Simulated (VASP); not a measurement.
Write the native input for VASP 6.6.1 that does the following.

```
Task                   : single point
Functional             : PBE
Dispersion             : D4
Potentials or basis    : VASP PAW PBE potentials, release 64 (C)
Cutoff                 : 520 eV
k mesh                 : 10 × 10 × 8
Occupations            : fermi-dirac, width 0.02 eV
Spin                   : no spin polarisation
Dipole correction      : no
Further INCAR settings : ALGO = Normal; EDIFF = 1e-06; NBANDS = 11
```

The structure of C lies in POSCAR:

```
C
1.0
    2.1301683124     -1.2298520485     -0.0100257993
    2.1301683124      1.2298520485     -0.0100257993
   -1.3974904143      0.0000000000      3.3583524869
C
2
Direct
    0.8333643964      0.8333643964      0.0000943004
    0.1666356036      0.1666356036      0.9999056996
```

One way to write it, as run:

INCAR

```
SYSTEM = C
  ALGO = Normal
  EDIFF = 1E-6
  ENCUT = 520
  GGA = PE
  ISIF = 2
  ISMEAR = -1
  IVDW = 13
  LASPH = .TRUE.
  LCHARG = .TRUE.
  LELF = .TRUE.
  LREAL = .FALSE.
  LVHAR = .TRUE.
  LWAVE = .FALSE.
  NBANDS = 11
  NELM = 60
  PREC = Accurate
  SIGMA = 0.02
```

KPOINTS

```
k-points
0
G
  10 10 8
  0 0 0
```

Potentials or basis: VASP PAW PBE potentials, release 64 (C).

Command:

```console
$ cat potpaw_PBE.64/C/POTCAR > POTCAR
$ mpirun -np 1 vasp_std > vasp.out
```

Results of the run:

* Pressure: 0.4 GPa
* Dispersion energy per atom: -0.176 eV

Wall time 35 s on 1 thread of Intel Xeon 8259CL, on a shared host, peak memory 0.15 GiB.
